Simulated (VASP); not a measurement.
# PdPtCl4 (F-43m) in VASP: further runs

Runs on PdPtCl4. Level: PBE. Tasks: single point.

Program: VASP 6.6.1. These are calculated values, not measurements. Logs are shortened: lines on timing, memory, paths and dates and some standing lists are left out, and cuts for length are marked.

### 1 The cell of the first run

The structure is cubic, space group F-43m (No. 216). The conventional cell has a = 8.096 Å, b = 8.096 Å, c = 8.096 Å, α = 90.00°, β = 90.00°, γ = 90.00°. Pd (site symmetry -43m) has 12 Cl at 3.35 Å and 4 Pt at 3.51 Å within 4.4 Å. Pt (site symmetry -43m) has 12 Cl at 3.36 Å and 4 Pd at 3.51 Å within 4.4 Å. Cl (site symmetry 3m) has 6 Cl at 2.84 to 2.89 Å and 3 Pd at 3.35 Å and 3 Pt at 3.36 Å within 3.7 Å.

The cell was generated, and may not be a known phase.

### 2 Single point, PBE

Input file INCAR:

```
SYSTEM = PdPtCl4
  PREC = Accurate
  ENCUT = 520
  EDIFF = 1E-6
  ISMEAR = 0
  SIGMA = 0.1
  LREAL = .False.
  LASPH = .True.
  NELM = 60
  ALGO = Normal
  ISIF = 2
  LWAVE = .False.
  LCHARG = .False.
  GGA = PE
  NBANDS = 33
```

Input file KPOINTS:

```
Automatic mesh
0
Gamma
  4 4 4
  0 0 0
```

Input file POSCAR:

```
PdPtCl4
1.0
    0.0000000000      4.0478954900      4.0478954900
    4.0478954900      0.0000000000      4.0478954900
    4.0478954900      4.0478954900      0.0000000000
Pd Pt Cl
1 1 4
Direct
    0.7500000000      0.7500000000      0.7500000000
    0.0000000000      0.0000000000      0.0000000000
    0.8715317200      0.3761560900      0.3761560900
    0.3761560900      0.3761560900      0.3761560900
    0.3761560900      0.8715317200      0.3761560900
    0.3761560900      0.3761560900      0.8715317200
```

Potentials or basis: VASP PAW PBE potentials, release 64 (Pd, Pt, Cl).

Launch:

```bash
$ cat potpaw_PBE.64/Pd/POTCAR potpaw_PBE.64/Pt/POTCAR potpaw_PBE.64/Cl/POTCAR > POTCAR
$ mpirun -np 1 vasp_std > vasp.out
```

OUTCAR:

```text
SYSTEM = PdPtCl4
   PREC = Accurate
   ENCUT = 520
   EDIFF = 1E-6
   ISMEAR = 0
   LREAL = .False.
   LASPH = .True.
   NELM = 60
   ISIF = 2
   GGA = PE

 ion  position               nearest neighbor table
   1  0.750  0.750  0.750-
   2  0.000  0.000  0.000-
   3  0.872  0.376  0.376-
   4  0.376  0.376  0.376-
   5  0.376  0.872  0.376-
   6  0.376  0.376  0.872-

  LATTYP: Found a face centered cubic cell.
 ALAT       =     8.0957909800

  Lattice vectors:

 A1 = (   0.0000000000,   4.0478954900,   4.0478954900)
 A2 = (   4.0478954900,   0.0000000000,   4.0478954900)
 A3 = (   4.0478954900,   4.0478954900,   0.0000000000)

Analysis of symmetry for initial positions (statically):
=====================================================================
 Subroutine PRICEL returns:
 Original cell was already a primitive cell.

 Routine SETGRP: Setting up the symmetry group for a
 face centered cubic supercell.

 Subroutine GETGRP returns: Found 24 space group operations
 (whereof 24 operations were pure point group operations)
 out of a pool of 48 trial point group operations.

The static configuration has the point symmetry T_d .

Analysis of symmetry for dynamics (positions and initial velocities):
=====================================================================
 Subroutine PRICEL returns:
 Original cell was already a primitive cell.

 Routine SETGRP: Setting up the symmetry group for a
 face centered cubic supercell.

 Subroutine GETGRP returns: Found 24 space group operations
 (whereof 24 operations were pure point group operations)
 out of a pool of 48 trial point group operations.

The dynamic configuration has the point symmetry T_d .

 Subroutine INISYM returns: Found 24 space group operations
 (whereof 24 operations are pure point group operations),
 and found     1 'primitive' translations

----------------------------------------------------------------------------------------

                                     Primitive cell

  volume of cell :     132.6532

  direct lattice vectors                    reciprocal lattice vectors
     0.000000000  4.047895490  4.047895490    -0.123520976  0.123520976  0.123520976
     4.047895490  0.000000000  4.047895490     0.123520976 -0.123520976  0.123520976
     4.047895490  4.047895490  0.000000000     0.123520976  0.123520976 -0.123520976

  length of vectors
     5.724588701  5.724588701  5.724588701     0.213944606  0.213944606  0.213944606

  position of ions in fractional coordinates (direct lattice)
     0.750000000  0.750000000  0.750000000
     0.000000000  0.000000000  0.000000000
     0.871531720  0.376156090  0.376156090
     0.376156090  0.376156090  0.376156090
     0.376156090  0.871531720  0.376156090
     0.376156090  0.376156090  0.871531720

  ion indices of the primitive-cell ions
   primitive index   ion index
                 1           1
                 2           2
                 3           3
                 4           4
                 5           5
                 6           6

----------------------------------------------------------------------------------------

 KPOINTS: Automatic mesh

Automatic generation of k-mesh.
 Grid dimensions read from file:
 generate k-points for:    4    4    4

 Generating k-lattice:

  Cartesian coordinates                     Fractional coordinates (reciprocal lattice)
    -0.030880244  0.030880244  0.030880244     0.250000000  0.000000000  0.000000000
     0.030880244 -0.030880244  0.030880244     0.000000000  0.250000000  0.000000000
     0.030880244  0.030880244 -0.030880244     0.000000000  0.000000000  0.250000000

  Length of vectors
     0.053486151  0.053486151  0.053486151

  Shift w.r.t. Gamma in fractional coordinates (k-lattice)
     0.000000000  0.000000000  0.000000000

 Subroutine IBZKPT returns following result:
 ===========================================

 Found      8 irreducible k-points:

 Following reciprocal coordinates:
            Coordinates               Weight
  0.000000  0.000000  0.000000      1.000000
  0.250000  0.000000  0.000000      8.000000
  0.500000  0.000000  0.000000      4.000000
  0.250000  0.250000  0.000000      6.000000
  0.500000  0.250000  0.000000     24.000000
 -0.250000  0.250000  0.000000     12.000000
  0.500000  0.500000  0.000000      3.000000
 -0.250000  0.500000  0.250000      6.000000
   k-points           NKPTS =      8   k-points in BZ     NKDIM =      8   number of bands    NBANDS=     33
   number of dos      NEDOS =    301   number of ions     NIONS =      6
   total plane-waves  NPLWV = 110592
   dimension x,y,z NGX =    48 NGY =   48 NGZ =   48
   dimension x,y,z NGXF=    96 NGYF=   96 NGZF=   96
   ions per type =               1   1   4
   NGX,Y,Z   is equivalent  to a cutoff of  13.94, 13.94, 13.94 a.u.
   NGXF,Y,Z  is equivalent  to a cutoff of  27.88, 27.88, 27.88 a.u.
 SYSTEM =  PdPtCl4
   PREC   = accura    normal or accurate (medium, high low for compatibility)
   ISTART =      0    job   : 0-new  1-cont  2-samecut
   ICHARG =      2    charge: 1-file 2-atom 10-const
   ISPIN  =      1    spin polarized calculation?
   LNONCOLLINEAR =      F non collinear calculations
   LSORBIT =      F    spin-orbit coupling
   LASPH  =      T    aspherical Exc in radial PAW
   ENCUT  =  520.0 eV  38.22 Ry    6.18 a.u.  10.64 10.64 10.64*2*pi/ulx,y,z
   NELM   =     60;   NELMIN=  2; NELMDL= -5     # of ELM steps
   EDIFF  = 0.1E-05   stopping-criterion for ELM
   LREAL  =      F    real-space projection
   EDIFFG = 0.1E-04   stopping-criterion for IOM
   NSW    =      0    number of steps for IOM
   IBRION =     -1    ionic relax: 0-MD 1-quasi-New 2-CG
   NFREE  =      0    steps in history (QN), initial steepest desc. (CG)
   ISIF   =      2    stress and relaxation
   ISYM   =      2    0-nonsym 1-usesym 2-fastsym
   POTIM  = 0.5000    time-step for ionic-motion
   TEBEG  =    0.0;   TEEND  =   0.0 temperature during run
   PSTRESS=    0.0 pullay stress
   NELECT =      48.0000    total number of electrons
   NUPDOWN=      -1.0000    fix difference up-down
   EMIN   =  10.00;   EMAX   =-10.00  energy-range for DOS
   EFERMI =   0.00;   METHOD = LEGACY
   ISMEAR =     0;   SIGMA  =   0.10  broadening in eV -4-tet -1-fermi 0-gaus
   EFERMI_NEDOS =   21; number of points for ismear=-14 and -15
   IALGO  =     38    algorithm
   IMIX   =      4    mixing-type and parameters
     AMIX     =   0.40;   BMIX     =  1.00
     AMIX_MAG =   1.60;   BMIX_MAG =  1.00
  volume/ion in A,a.u.               =      22.11       149.20
  Fermi-wavevector in a.u.,A,eV,Ry     =   1.166584  2.204524 18.516411  1.360918
  Thomas-Fermi vector in A             =   2.303095
   LORBIT       =      0    0 simple, 1 ext, 2 COOP (PROOUT), +10 PAW based schemes
   GGA     = PE    functional components
   LHFCALC =     F    Hartree Fock is set to
   AEXX    =    0.0000 exact exchange contribution
   IVDW    =     0    specifies the selected vdW correction
   LEPSILON=     F    determine dielectric tensor
   LRPA    =     F    only Hartree local field effects (RPA)
 non-spin polarized calculation
 Gauss-broadening in eV      SIGMA  =   0.10
  energy-cutoff  :      520.00
  volume of cell :      132.65
 maximum number of plane-waves:      3591
 NGX is ok and might be reduce to    48
   NGX = 21   NGY = 21   NGZ = 21

 number of electron      47.9999996 magnetization

 Free energy of the ion-electron system (eV)
  ---------------------------------------------------
  ext. energy  EPLUGINS =         0.00000000
  ---------------------------------------------------
  free energy    TOTEN  =       -11.29831050 eV

  energy without entropy =      -11.20441253  energy(sigma->0) =      -11.25136152

 E-fermi :   3.0700     XC(G=0):  -9.8786

 val. band max:        3.0680404550   @ k =   0.5000   0.2500   0.0000
 cond. band min:       3.2395931016   @ k =  -0.2500   0.5000   0.2500
 fundamental gap:      0.1715526466
 Fermi energy:         3.0699958451

 k-point     1 :       0.0000    0.0000    0.0000
  band No.  band energies     occupation
      1     -12.7647      2.00000
      2     -10.7047      2.00000
      3     -10.7047      2.00000
      4     -10.7047      2.00000
      5      -2.9556      2.00000
      6      -1.2815      2.00000
[... 25 lines left out ...]
     32      12.6223      0.00000
     33      13.2873      0.00000

 k-point     2 :       0.2500    0.0000    0.0000
  band No.  band energies     occupation
      1     -12.5930      2.00000
      2     -11.0063      2.00000
      3     -10.7160      2.00000
      4     -10.7160      2.00000
      5      -2.4924      2.00000
      6      -1.2462      2.00000
[... 25 lines left out ...]
     32      11.6732      0.00000
     33      12.8634      0.00000

 k-point     3 :       0.5000    0.0000    0.0000
  band No.  band energies     occupation
      1     -12.3360      2.00000
      2     -11.3840      2.00000
      3     -10.7272      2.00000
      4     -10.7272      2.00000
      5      -2.1876      2.00000
      6      -0.8675      2.00000
[... 25 lines left out ...]
     32      12.1192      0.00000
     33      12.1192      0.00000

 k-point     4 :       0.2500    0.2500    0.0000
  band No.  band energies     occupation
      1     -12.5256      2.00000
      2     -11.1003      2.00000
      3     -10.7266      2.00000
      4     -10.7266      2.00000
      5      -2.2665      2.00000
      6      -1.5214      2.00000
[... 25 lines left out ...]
     32      11.6554      0.00000
     33      12.2945      0.00000

 k-point     5 :       0.5000    0.2500    0.0000
  band No.  band energies     occupation
      1     -12.2158      2.00000
      2     -11.5183      2.00000
      3     -10.7483      2.00000
      4     -10.7377      2.00000
      5      -1.7570      2.00000
      6      -1.1478      2.00000
[... 25 lines left out ...]
     32      11.7374      0.00000
     33      11.9392      0.00000

 k-point     6 :      -0.2500    0.2500    0.0000
  band No.  band energies     occupation
      1     -12.3445      2.00000
      2     -11.3569      2.00000
      3     -10.7465      2.00000
      4     -10.7271      2.00000
      5      -1.9133      2.00000
      6      -1.2464      2.00000
[... 25 lines left out ...]
     32      11.1925      0.00000
     33      12.5363      0.00000

 k-point     7 :       0.5000    0.5000    0.0000
  band No.  band energies     occupation
      1     -11.9533      2.00000
      2     -11.8125      2.00000
      3     -10.7481      2.00000
      4     -10.7481      2.00000
      5      -1.5919      2.00000
      6      -1.4744      2.00000
[... 25 lines left out ...]
     32      11.0305      0.00000
     33      11.4501      0.00000

 k-point     8 :      -0.2500    0.5000    0.2500
  band No.  band energies     occupation
      1     -11.9505      2.00000
      2     -11.8104      2.00000
      3     -10.7531      2.00000
      4     -10.7517      2.00000
      5      -1.0621      2.00000
      6      -1.0163      2.00000
[... 25 lines left out ...]
     32      11.2218      0.00000
     33      12.5165      0.00000

------------------------ aborting loop because EDIFF is reached ----------------------------------------

  FORCE on cell =-STRESS in cart. coord.  units (eV):
  Direction    XX          YY          ZZ          XY          YZ          ZX
  --------------------------------------------------------------------------------------
  -------------------------------------------------------------------------------------
  Total       -1.7830857     -1.7830857     -1.7830857      0.0000000      0.0000000      0.0000000
  in kB      -21.5359942    -21.5359942    -21.5359942      0.0000000      0.0000000      0.0000000
  external PRESSURE =     -21.5359942 kB  Pullay stress =       0.0000000 kB

 VOLUME and BASIS-vectors are now :
 -----------------------------------------------------------------------------
  energy-cutoff  :      520.00
  volume of cell :      132.65
      direct lattice vectors                 reciprocal lattice vectors
     0.000000000  4.047895490  4.047895490    -0.123520976  0.123520976  0.123520976
     4.047895490  0.000000000  4.047895490     0.123520976 -0.123520976  0.123520976
     4.047895490  4.047895490  0.000000000     0.123520976  0.123520976 -0.123520976

 POSITION                                       TOTAL-FORCE (eV/Angst)
 -----------------------------------------------------------------------------------
      6.07184      6.07184      6.07184        -0.000000      0.000000     -0.000000
      0.00000      0.00000      0.00000        -0.000000      0.000000     -0.000000
      3.04528      5.05051      5.05051        -0.129849      0.129849      0.129849
      3.04528      3.04528      3.04528        -0.129849     -0.129849     -0.129849
      5.05051      3.04528      5.05051         0.129849     -0.129849      0.129849
      5.05051      5.05051      3.04528         0.129849      0.129849     -0.129849
 -----------------------------------------------------------------------------------
    total drift:                                0.000076      0.000076      0.000076

  FREE ENERGIE OF THE ION-ELECTRON SYSTEM (eV)
  ---------------------------------------------------
  free  energy   TOTEN  =       -11.2983105032 eV

  energy  without entropy=      -11.2044125288  energy(sigma->0) =      -11.25136152
```

Wall time 47 s (1 thread of Intel Xeon 6975P-C (Granite Rapids), shared host); peak memory 0.33 GiB.

Results:

| Quantity | Value |
| --- | --- |
| Free energy | -11.2983 eV |
| Pressure | -2.2 GPa |
| Largest force | 0.225 eV/Å |
| Band gap on the k mesh | zero (bands 24 and 25 overlap by 0.11 eV) |

Forces on the atoms (eV/Å):
```
Pd   0.000  0.000  0.000
Pt   0.000  0.000  0.000
Cl  -0.130  0.130  0.130
Cl  -0.130 -0.130 -0.130
Cl   0.130 -0.130  0.130
Cl   0.130  0.130 -0.130
```

Caveat: spin-orbit coupling is left out, which moves the levels of the heavy elements.

[end of part 1 of 2]

The gap in the log of VASP goes by the Fermi energy; the results here count the filled bands.